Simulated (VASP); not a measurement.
## Al: single point with r2SCAN

The system is Al.

```
Al
1.0
     2.67839    0.00000    0.00000
    -1.33920    2.31955    0.00000
     0.00000    0.00000    4.39190
Al
2
Direct
  0.66667 0.33333 0.75000
  0.33333 0.66667 0.25000
```

```yaml
Program: VASP 6.6.1
Task: single point
Functional: r2SCAN
Potentials_or_basis: VASP PAW PBE potentials, release 64 (Al)
Cutoff: 520 eV
k_mesh: 11 × 11 × 6
Occupations: fermi-dirac, width 0.1 eV
Spin: no spin polarisation
```

- Pressure: 19.5 GPa
- Band gap on the k mesh: zero (band 3 reaches 14.74 eV, above the bottom of band 4 at 6.74 eV)

Levels at points of the mesh, in eV from the Fermi level:
```csv
k point,band 1,band 2,band 3,band 4,band 5,band 6,band 7,band 8
"(0.00, 0.00, 0.00)",-13.31,-5.89,-4.93,12.76,12.76,13.05,13.05,13.70
"(0.00, 0.00, 0.50)",-11.30,-11.30,3.93,3.93,13.68,13.68,13.68,13.68
```

Run time: 43 s on 1 thread of AMD EPYC 7R43 64-Core Processor (Zen 3) (shared host), peak memory 0.11 GiB.

Caveat: the PAW data sets were made with another functional, which shifts forces and pressure a little.
